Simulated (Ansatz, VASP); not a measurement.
**Si in VASP and in Ansatz**

File INCAR:

```
SYSTEM = Si
  ALGO = Normal
  EDIFF = 1E-6
  ENCUT = 520
  GGA = PS
  ISIF = 2
  ISMEAR = 0
  LASPH = .TRUE.
  LCHARG = .FALSE.
  LREAL = .FALSE.
  LWAVE = .FALSE.
  NBANDS = 26
  NELM = 80
  PREC = Accurate
  SIGMA = 0.15
```

Contents of KPOINTS:

```
k-points
0
G
  10 10 10
  0 0 0
```

File POSCAR:

```
Si
1.0
   -3.3980774777      3.3980774777      3.0120558763
    3.3980774777     -3.3980774777      3.0120558763
    3.3980774777      3.3980774777     -3.0120558763
Si
8
Direct
    0.2047947401      0.2047947401      0.2047947401
    0.5000000000      0.0000000000      0.2952052599
    0.2952052599      0.5000000000      0.0000000000
    0.0000000000      0.2952052599      0.5000000000
    0.7952052599      0.7952052599      0.7952052599
    0.5000000000      0.0000000000      0.7047947401
    0.7047947401      0.5000000000      0.0000000000
    0.0000000000      0.7047947401      0.5000000000
```

Input for Ansatz:

```yaml
crystal:
  lattice:
    - [-3.3980774777, 3.3980774777, 3.0120558763]
    - [3.3980774777, -3.3980774777, 3.0120558763]
    - [3.3980774777, 3.3980774777, -3.0120558763]
  atoms:
    - { symbol: Si, position: [0.2047947401, 0.2047947401, 0.2047947401] }
    - { symbol: Si, position: [0.5, 0.0, 0.2952052599] }
    - { symbol: Si, position: [0.2952052599, 0.5, 0.0] }
    - { symbol: Si, position: [0.0, 0.2952052599, 0.5] }
    - { symbol: Si, position: [0.7952052599, 0.7952052599, 0.7952052599] }
    - { symbol: Si, position: [0.5, 0.0, 0.7047947401] }
    - { symbol: Si, position: [0.7047947401, 0.5, 0.0] }
    - { symbol: Si, position: [0.0, 0.7047947401, 0.5] }
basis:
  ecutwfc: 420
kpoints:
  mp_grid: { grid: [10, 10, 10] }
hamiltonian:
  xc: pbesol
  pseudopotentials: { kind: paw, azcp: { folder: soft_1 } }
scf:
  occupations: { method: gaussian, width: 0.15 }
output:
  forces: true
  stress: true
  eigenvalues: true
```

Alike in both runs: task single point; functional PBEsol; k mesh 10 × 10 × 10; occupations gaussian, width 0.15 eV; no spin polarisation.

|  | VASP | Ansatz |
| --- | --- | --- |
| version | VASP 6.6.1 | Ansatz 0.2.0 |
| potentials or method | VASP PAW PBE potentials, release 64 (Si), cutoff 520 eV | scalar-relativistic, plane waves, PAW |
| valence electrons in the cell | 32 | 32 |

|  | VASP | Ansatz | Ansatz less VASP |
| --- | --- | --- | --- |
| gap on the k mesh at the Fermi level (eV) | none | none | - |
| pressure (GPa) | 4.1 | 4.0 | -0.13 |
| traceless stress, the component that is largest in VASP (GPa) | 10.27 | 10.28 | +0.006 |
| rms of the force components (eV/Å) | 0.585 | 0.580 | -0.0059 |

VASP's potentials were made for PBE, not for PBEsol, and Ansatz warns of the same on its side. Atom by atom the forces differ by 0.008 eV/Å (rms over components). A gap of «none» marks a metal or a gap that the smearing closes. With one functional, cell and mesh, what is left measures potentials, basis and numerics.
